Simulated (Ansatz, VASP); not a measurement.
# One calculation of C, two programs

```
CELL_PARAMETERS angstrom
0.00000 1.78337 1.78337
1.78337 0.00000 1.78337
1.78337 1.78337 0.00000
ATOMIC_POSITIONS crystal
C 0.00867 0.99449 0.00254
C 0.24133 0.25551 0.24746
```

Alike in both runs: task single point; functional PBEsol; k mesh 5 × 5 × 5; no spin polarisation.

```csv
,VASP,Ansatz
version,VASP 6.6.1,Ansatz 0.2.0
potentials or method,"VASP PAW PBE potentials, release 64 (C)","plane waves, PAW"
plane-wave cutoff (eV),600,420
occupations,"fermi-dirac, width 0.1 eV",fermi-dirac
valence electrons in the cell,8,8
```

Ansatz gave:

* rms of the force components (eV/Å): 0.901

**Question.** What did VASP give for the same quantities?

**Answer.** rms of the force components (eV/Å): 0.906.

VASP's potentials were made for PBE, not for PBEsol. Atom by atom the forces differ by 0.006 eV/Å (rms over components).

The k mesh is coarse, so the values compare programs but aren't converged.
